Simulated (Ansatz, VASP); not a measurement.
## KBr: VASP beside Ansatz

Contents of INCAR:

```
PREC = Accurate
ENCUT = 520
EDIFF = 1E-6
ISMEAR = 0
SIGMA = 0.02
LREAL = F
LASPH = T
NELM = 80
ALGO = Normal
ISIF = 2
LWAVE = F
LCHARG = F
GGA = PE
NBANDS = 15
```

File KPOINTS:

```
Automatic mesh
0
Gamma
  6 6 6
```

Contents of POSCAR:

```
KBr
1.0
    4.0269206541      0.0000000000      0.0000000000
    0.0000000000      4.1482256241      0.0000000000
    0.0000000000      0.0000000000      4.0269206541
K Br
1 1
Direct
    0.0000000000      0.0000000000      0.0000000000
    0.5000000000      0.5000000000      0.5000000000
```

Input for Ansatz:

```yaml
crystal:
  lattice:
    - [4.0269206541, 0.0, 0.0]
    - [0.0, 4.1482256241, 0.0]
    - [0.0, 0.0, 4.0269206541]
  atoms:
    - { symbol: K, position: [0.0, 0.0, 0.0] }
    - { symbol: Br, position: [0.5, 0.5, 0.5] }
basis:
  ecutwfc: 420
kpoints:
  mp_grid: { grid: [6, 6, 6] }
hamiltonian:
  xc: pbe
scf:
  occupations: { method: gaussian, width: 0.02 }
output:
  forces: true
  stress: true
  eigenvalues: true
```

Alike in both runs: task single point; functional PBE; k mesh 6 × 6 × 6; occupations gaussian, width 0.02 eV; no spin polarisation.

|  | VASP | Ansatz |
| --- | --- | --- |
| version | VASP 6.6.1 | Ansatz 0.2.0 |
| potentials or method | VASP PAW PBE potentials, release 64 (K_sv, Br), cutoff 520 eV | scalar-relativistic, plane waves, PAW |
| valence electrons in the cell | 16 | 16 |

Ansatz gave:

```
gap on the k mesh at the Fermi level (eV)                     : 3.76
least direct gap on the mesh (eV)                             : 4.00
pressure (GPa)                                                : -0.3
traceless stress, the component that is largest in VASP (GPa) : -0.68
```

**Question.** Which values does VASP return?

**Answer.** gap on the k mesh at the Fermi level (eV): 3.75; least direct gap on the mesh (eV): 4.00; pressure (GPa): -0.3; traceless stress, the component that is largest in VASP (GPa): -0.68.
